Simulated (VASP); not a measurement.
# In2B (I4/mmm) in VASP: further runs, part 2 of 2

VASP 6.6.1.

## Step 4: Relaxation of cell and atoms, PBE

The input, INCAR:

```
PREC     = Accurate       # precision mode
ENCUT    = 600            # plane-wave cutoff, eV
EDIFF    = 1E-6           # SCF threshold, eV
ISMEAR   = 0              # smearing method
SIGMA    = 0.1            # smearing width, eV
LREAL    = False          # projectors in reciprocal space
LASPH    = True           # aspherical terms in the spheres
NELM     = 80             # most SCF steps
ALGO     = Fast           # electronic algorithm
ISIF     = 3              # what is computed and relaxed
LWAVE    = False          # write WAVECAR
LCHARG   = False          # write CHGCAR
GGA      = PE             # functional
IBRION   = 2              # ionic algorithm
NSW      = 90             # ionic steps
EDIFFG   = -0.04          # ionic threshold
```

The input, KPOINTS:

```
Automatic mesh
0
Gamma
  8 8 8
```

The input, POSCAR:

```
In2B
1.0
   -1.7541716207      1.7541716207      4.3032022570
    1.7541716207     -1.7541716207      4.3032022570
    1.7541716207      1.7541716207     -4.3032022570
In B
2 1
Direct
    0.6650000000      0.6650000000      0.0000000000
    0.3350000000      0.3350000000      0.0000000000
    0.0000000000      0.0000000000      0.0000000000
```

Potentials or basis: VASP PAW PBE potentials, release 64 (In_d, B).

The run is started by

```sh
$ cat potpaw_PBE.64/In_d/POTCAR potpaw_PBE.64/B/POTCAR > POTCAR
$ mpirun -np 1 vasp_std > vasp.out
```

OUTCAR:

```text
PREC = Accurate
   ENCUT = 600
   EDIFF = 1E-6
   ISMEAR = 0
   LREAL = False
   LASPH = True
   NELM = 80
   ISIF = 3
   GGA = PE
   IBRION = 2
   NSW = 90
   EDIFFG = -0.04

 ion  position               nearest neighbor table
   1  0.665  0.665  0.000-   2 2.84   3 2.86   3 2.86   3 2.86   3 2.86   2 2.88   2 2.88   2 2.88
                             2 2.88   3 2.88
   2  0.335  0.335  0.000-   1 2.84   3 2.86   3 2.86   3 2.86   3 2.86   1 2.88   1 2.88   1 2.88
                             1 2.88   3 2.88
   3  0.000  0.000  0.000-   1 2.86   1 2.86   2 2.86   1 2.86   2 2.86   2 2.86   1 2.86   2 2.86
                             1 2.88   2 2.88

  LATTYP: Found a body centered tetragonal cell.
 ALAT       =     3.5083432414
 C/A-ratio  =     2.4531250000

  Lattice vectors:

 A1 = (  -1.7541716207,   1.7541716207,   4.3032022570)
 A2 = (   1.7541716207,  -1.7541716207,   4.3032022570)
 A3 = (   1.7541716207,   1.7541716207,  -4.3032022570)

Analysis of symmetry for initial positions (statically):
=====================================================================
 Subroutine PRICEL returns:
 Original cell was already a primitive cell.

 Routine SETGRP: Setting up the symmetry group for a
 body centered tetragonal supercell.

 Subroutine GETGRP returns: Found 16 space group operations
 (whereof 16 operations were pure point group operations)
 out of a pool of 16 trial point group operations.

The static configuration has the point symmetry D_4h.

Analysis of symmetry for dynamics (positions and initial velocities):
=====================================================================
 Subroutine PRICEL returns:
 Original cell was already a primitive cell.

 Routine SETGRP: Setting up the symmetry group for a
 body centered tetragonal supercell.

 Subroutine GETGRP returns: Found 16 space group operations
 (whereof 16 operations were pure point group operations)
 out of a pool of 16 trial point group operations.

The dynamic configuration has the point symmetry D_4h.

 Subroutine INISYM returns: Found 16 space group operations
 (whereof 16 operations are pure point group operations),
 and found     1 'primitive' translations

----------------------------------------------------------------------------------------

                                     Primitive cell

  volume of cell :      52.9658

  direct lattice vectors                    reciprocal lattice vectors
    -1.754171621  1.754171621  4.303202257     0.000000000  0.285034824  0.116192540
     1.754171621 -1.754171621  4.303202257     0.285034824  0.000000000  0.116192540
     1.754171621  1.754171621 -4.303202257     0.285034824  0.285034824  0.000000000

  length of vectors
     4.967070144  4.967070144  4.967070144     0.307807663  0.307807663  0.403100115

  position of ions in fractional coordinates (direct lattice)
     0.665000000  0.665000000  0.000000000
     0.335000000  0.335000000  0.000000000
     0.000000000  0.000000000  0.000000000

  ion indices of the primitive-cell ions
   primitive index   ion index
                 1           1
                 2           2
                 3           3

[... 65 lines left out ...]
   ISPIN  =      1    spin polarized calculation?
   LNONCOLLINEAR =      F non collinear calculations
   LSORBIT =      F    spin-orbit coupling
   LASPH  =      T    aspherical Exc in radial PAW
   ENCUT  =  600.0 eV  44.10 Ry    6.64 a.u.   9.92  9.92  9.92*2*pi/ulx,y,z
   NELM   =     80;   NELMIN=  2; NELMDL= -5     # of ELM steps
   EDIFF  = 0.1E-05   stopping-criterion for ELM
   LREAL  =      F    real-space projection
   EDIFFG = -.4E-01   stopping-criterion for IOM
   NSW    =     90    number of steps for IOM
   IBRION =      2    ionic relax: 0-MD 1-quasi-New 2-CG
   NFREE  =      1    steps in history (QN), initial steepest desc. (CG)
   ISIF   =      3    stress and relaxation
   ISYM   =      2    0-nonsym 1-usesym 2-fastsym
   POTIM  = 0.5000    time-step for ionic-motion
   TEBEG  =    0.0;   TEEND  =   0.0 temperature during run
   PSTRESS=    0.0 pullay stress
   NELECT =      29.0000    total number of electrons
   NUPDOWN=      -1.0000    fix difference up-down
   EMIN   =  10.00;   EMAX   =-10.00  energy-range for DOS
   EFERMI =   0.00;   METHOD = LEGACY
   ISMEAR =     0;   SIGMA  =   0.10  broadening in eV -4-tet -1-fermi 0-gaus
   EFERMI_NEDOS =   21; number of points for ismear=-14 and -15
   IALGO  =     68    algorithm
   IMIX   =      4    mixing-type and parameters
     AMIX     =   0.40;   BMIX     =  1.00
     AMIX_MAG =   1.60;   BMIX_MAG =  1.00
  volume/ion in A,a.u.               =      17.66       119.14
  Fermi-wavevector in a.u.,A,eV,Ry     =   1.339293  2.530896 24.404840  1.793705
  Thomas-Fermi vector in A             =   2.467696
   LORBIT       =      0    0 simple, 1 ext, 2 COOP (PROOUT), +10 PAW based schemes
   GGA     = PE    functional components
   LHFCALC =     F    Hartree Fock is set to
   AEXX    =    0.0000 exact exchange contribution
   IVDW    =     0    specifies the selected vdW correction
   LEPSILON=     F    determine dielectric tensor
   LRPA    =     F    only Hartree local field effects (RPA)
 conjugate gradient relaxation of ions
 non-spin polarized calculation
 RMM-DIIS sequential band-by-band and
 Gauss-broadening in eV      SIGMA  =   0.10
  energy-cutoff  :      600.00
  volume of cell :       52.97
 maximum number of plane-waves:      1780
   NGX = 19   NGY = 19   NGZ = 19

--------------------------------------- Ionic step        1  -------------------------------------------

 number of electron      29.0000000 magnetization

 Free energy of the ion-electron system (eV)
  ---------------------------------------------------
  ext. energy  EPLUGINS =         0.00000000
  ---------------------------------------------------
  free energy    TOTEN  =        -8.26965858 eV

  energy without entropy =       -8.26464905  energy(sigma->0) =       -8.26715382

------------------------ aborting loop because EDIFF is reached ----------------------------------------

  FORCE on cell =-STRESS in cart. coord.  units (eV):
  Direction    XX          YY          ZZ          XY          YZ          ZX
  --------------------------------------------------------------------------------------
  -------------------------------------------------------------------------------------
  Total        3.3748505      3.3748505      3.1080774      0.0000000      0.0000000      0.0000000
  in kB      102.0867118    102.0867118     94.0170219      0.0000000      0.0000000      0.0000000
  external PRESSURE =      99.3968152 kB  Pullay stress =       0.0000000 kB
[... 92 lines left out ...]
  FREE ENERGIE OF THE ION-ELECTRON SYSTEM (eV)
  ---------------------------------------------------
  free  energy   TOTEN  =        -8.5277621114 eV

  energy  without entropy=       -8.5210466497  energy(sigma->0) =       -8.52440438

[... ionic steps 4 to 27 ...]

--------------------------------------- Ionic step       28  -------------------------------------------

 number of electron      29.0000003 magnetization

------------------------ aborting loop because EDIFF is reached ----------------------------------------
[... 69 lines left out ...]
--------------------------------------- Ionic step       30  -------------------------------------------

 number of electron      29.0000000 magnetization

 Free energy of the ion-electron system (eV)
  ---------------------------------------------------
  ext. energy  EPLUGINS =         0.00000000
  ---------------------------------------------------
  free energy    TOTEN  =        -9.01755575 eV

  energy without entropy =       -9.01039423  energy(sigma->0) =       -9.01397499

 E-fermi :   7.3618     XC(G=0): -10.6008

 val. band max:        7.3282117068   @ k =   0.2500   0.1250   0.1250
 cond. band min:       7.3798721862   @ k =  -0.3750  -0.3750   0.1250
 fundamental gap:      0.0516604794
 Fermi energy:         7.3617837909

 k-point     1 :       0.0000    0.0000    0.0000
  band No.  band energies     occupation
      1      -7.3765      2.00000
      2      -7.3499      2.00000
      3      -7.2298      2.00000
      4      -7.1126      2.00000
      5      -6.9128      2.00000
      6      -6.9128      2.00000
[... 481 lines left out ...]
      5      -7.0446      2.00000
      6      -6.9884      2.00000
[... 10 lines left out ...]
     17      10.0157      0.00000
     18      10.0259      0.00000

 [... further k-points ...]

------------------------ aborting loop because EDIFF is reached ----------------------------------------

  FORCE on cell =-STRESS in cart. coord.  units (eV):
  Direction    XX          YY          ZZ          XY          YZ          ZX
  --------------------------------------------------------------------------------------
  -------------------------------------------------------------------------------------
  Total        0.0565060      0.0565060     -0.0651492      0.0000000      0.0000000      0.0000000
  in kB        1.5303041      1.5303041     -1.7643799      0.0000000      0.0000000      0.0000000
  external PRESSURE =       0.4320761 kB  Pullay stress =       0.0000000 kB
[... 18 lines left out ...]
  FREE ENERGIE OF THE ION-ELECTRON SYSTEM (eV)
  ---------------------------------------------------
  free  energy   TOTEN  =        -9.0175557460 eV

  energy  without entropy=       -9.0103942306  energy(sigma->0) =       -9.01397499

 reached required accuracy - stopping structural energy minimisation
```

Wall time 46 min (1 thread of Oxide Virtual Turin-like, shared host); peak memory 0.27 GiB.

What came out:

| Property | Result |
| --- | --- |
| Free energy | -9.0176 eV |
| Relaxed volume | 19.72 Å³/atom |
| Relaxed cell | a = 6.349 Å, b = 6.349 Å, c = 6.349 Å, α = 151.23°, β = 151.23°, γ = 41.14° |
| Space group after relaxing (to 0.1 Å) | I4/mmm (No. 139) |
| Energy gained by relaxing | 249.3 meV/atom |
| Ionic steps | 30 |
| Pressure after relaxing | 0.0 GPa |
| Largest force after relaxing | 0.010 eV/Å |
| Band gap on the k mesh | zero (an odd number of electrons rules out a gap without spin polarisation) |

Forces on the atoms (eV/Å):
```
In   0.000  0.000 -0.010
In   0.000  0.000  0.010
B    0.000  0.000  0.000
```

The path:
```
step  energy change (eV)  largest force (eV/Å)  pressure (GPa)  volume (Å³)
   1              0.0000                1.1262            9.94        52.97
   2             -0.2559                0.2145           -1.17        61.81
   3             -0.2581                0.2883           -0.40        60.82
   4             -0.2581                0.2682           -0.69        60.99
   5             -0.2753                0.2205           -0.44        60.71
   6             -0.3305                0.0396            0.03        59.85
   7             -0.4171                0.6002            1.78        57.97
   8             -0.1361                2.6973           12.34        53.63
   9             -0.4065                0.9911            2.84        57.40
  10             -0.4097                0.9973            2.88        57.39
  11             -0.4193                1.0001            2.96        57.33
  12             -0.4377                1.0013            3.17        57.22
  13             -0.4725                1.0429            3.65        56.97
  14             -0.4833                1.3183            5.19        56.36
  15             -0.5168                1.2034            4.52        56.72
  16             -0.6027                0.9321            2.96        57.80
  17             -0.7066                0.3843            0.23        59.90
  18             -0.6911                0.0370           -2.64        63.88
  19             -0.7241                0.2147           -1.02        61.57
  20             -0.7245                0.1891           -1.36        61.82
  21             -0.7301                0.1887           -1.22        61.42
  22             -0.7406                0.1681           -0.27        60.21
  23             -0.7419                0.1441           -0.09        59.64
  24             -0.7417                0.1362            0.20        59.42
  25             -0.7419                0.1455            0.18        59.55
  26             -0.7435                0.1120            0.13        59.54
  27             -0.7464                0.0257           -0.01        59.48
  28             -0.7442                0.1478           -0.20        59.36
  29             -0.7469                0.0169           -0.22        59.45
  30             -0.7479                0.0101            0.04        59.16
```

Final structure:
```
CELL_PARAMETERS angstrom
-1.57734 1.57734 5.94452
1.57734 -1.57734 5.94452
1.57734 1.57734 -5.94452
ATOMIC_POSITIONS crystal
In 0.63444 0.63444 0.00000
In 0.36556 0.36556 0.00000
B 0.00000 0.00000 0.00000
```

Caveat: a cell axis changed by over 15 % at a fixed basis, so the end point is rough; spin-orbit coupling is left out, which moves the levels of the heavy elements.

## Step 5: Single point, PBE

This run uses another cell than the first one, of 19.73 Å³/atom.

The input, INCAR:

```
ALGO = Fast ; EDIFF = 1E-7
ENCUT = 520 ; GGA = PE
ISIF = 2 ; ISMEAR = 0
LASPH = T ; LCHARG = F
LREAL = F ; LWAVE = F
NBANDS = 22 ; NELM = 80
PREC = Accurate ; SIGMA = 0.1
```

The input, KPOINTS:

```
k-points
0
Gamma
  20 20 20
```

The input, POSCAR:

```
In2B
1.0
   -1.5875324947      1.5875324947      5.8701031213
    1.5875324947     -1.5875324947      5.8701031213
    1.5875324947      1.5875324947     -5.8701031213
In B
2 1
Direct
    0.6342974154      0.6342974154      0.0000000000
    0.3657025846      0.3657025846      0.0000000000
    0.0000000000      0.0000000000      0.0000000000
```

The run is started by

```sh
$ cat potpaw_PBE.64/In_d/POTCAR potpaw_PBE.64/B/POTCAR > POTCAR
$ mpirun -np 1 vasp_std > vasp.out
```

Wall time 50 min (1 thread of Oxide Virtual Turin-like, shared host); peak memory 0.85 GiB.

Results (log left out):

| Property | Result |
| --- | --- |
| Free energy | -9.0221 eV |
| Pressure | 0.0 GPa |
| Band gap on the k mesh | zero (an odd number of electrons rules out a gap without spin polarisation) |

Levels at points of the mesh, in eV from the Fermi level:
```
           k point  band 10  band 11  band 12  band 13  band 14  band 15  band 16  band 17  band 18  band 19
(0.00, 0.00, 0.00)   -14.21   -10.71    -6.02    -5.35     1.73     1.73     3.94     4.50     6.74     6.74
(0.50, 0.00, 0.00)   -14.14    -6.85    -6.53    -3.64    -3.56    -0.08     1.50     3.05     5.71     6.57
(0.50, 0.50, 0.00)   -14.06    -4.00    -3.30    -2.79    -2.12    -0.37    -0.28     1.03     1.77     2.46
(0.50, 0.50, 0.50)   -14.22   -10.23    -8.41    -0.80    -0.20     1.56     1.56     5.59     8.07     8.10
```

Caveat: spin-orbit coupling is left out, which moves the levels of the heavy elements.

## Step 6: Overview

```tsv
task	cell	k mesh	cutoff (eV)	gap on the mesh (eV)	pressure (GPa)	largest force (eV/Å)
single point	a = 4.967 Å, angles 138.6, 138.6, 59.9°, 3 atoms, atomic positions A	8 × 8 × 8	520	none	9.8	1.13
single point	a = 6.351 Å, angles 151.2, 151.2, 41.2°, 3 atoms, atomic positions B	8 × 8 × 8	520	none	0.0	0.01
relaxation of cell and atoms	relaxed from a = 4.967 Å, angles 138.6, 138.6, 59.9°, 3 atoms, atomic positions A	8 × 8 × 8	600	none	0.0	0.01
single point	a = 6.285 Å, angles 150.7, 150.7, 41.9°, 3 atoms, atomic positions B	20 × 20 × 20	520	none	0.0	-
```

Alike in all rows: level PBE; potentials or basis VASP PAW PBE potentials, release 64 (In_d, B); no spin polarisation; smearing gaussian 0.1 eV.

Caveats: spin-orbit coupling is left out, which moves the levels of the heavy elements; the cell stands under pressure (at least some runs); forces of over 1 eV/Å act on the atoms, so gaps and moduli don't describe the material at rest (at least some runs); a cell axis changed by over 15 % at a fixed basis, so the end point is rough (at least some runs).

Total energies depend on the potentials used, so only differences within one code and one set of settings carry meaning.
